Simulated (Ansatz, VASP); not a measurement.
# One calculation of CdTe, two programs

```xyz
14
Lattice="6.4905 0.0000 0.0000 0.0000 4.5895 0.0000 0.0000 0.0000 29.7685" Properties=species:S:1:pos:R:3 pbc="T T T"
Cd    3.6386    2.2948    8.5968
Cd   -0.1221    0.0000   10.1706
Cd    3.1759    2.2948   12.6232
Cd   -0.0964    0.0000   14.8843
Cd    3.1759    2.2948   17.1453
Cd   -0.1221    0.0000   19.5980
Cd    3.6385    2.2948   21.1718
Te    4.9305    0.0000    7.7837
Te    1.5113    2.2948   10.3480
Te    4.8090    0.0000   12.5572
Te    1.5310    2.2948   14.8843
Te    4.8090    0.0000   17.2113
Te    1.5112    2.2948   19.4205
Te    4.9304    0.0000   21.9848
```

Alike in both runs: functional PBEsol; k mesh 4 × 6 × 1; occupations gaussian, width 0.05 eV; no spin polarisation.

Ansatz relaxed the structure, and its values are those at the end. VASP's run is a single point on that final structure, the one shown.

|  | VASP | Ansatz |
| --- | --- | --- |
| version | VASP 6.6.1 | Ansatz 0.2.0 |
| potentials or method | VASP PAW PBE potentials, release 64 (Cd, Te), cutoff 400 eV | plane-wave PAW, scalar-relativistic |
| valence electrons in the cell | 126 | 252 |

```csv
,VASP,Ansatz,Ansatz less VASP
gap on the k mesh at the Fermi level (eV),1.14,1.14,0.000
rms of the force components (eV/Å),0.010,0.005,-0.0050
```

VASP's potentials were made for PBE, not for PBEsol, and Ansatz warns of the same on its side. With one functional, cell and mesh, what is left measures potentials, basis and numerics. VASP's potentials hold 126 valence electrons a cell and Ansatz's 252, so a difference there can come from the potentials and not from the codes.

Neither program's run includes spin-orbit coupling.
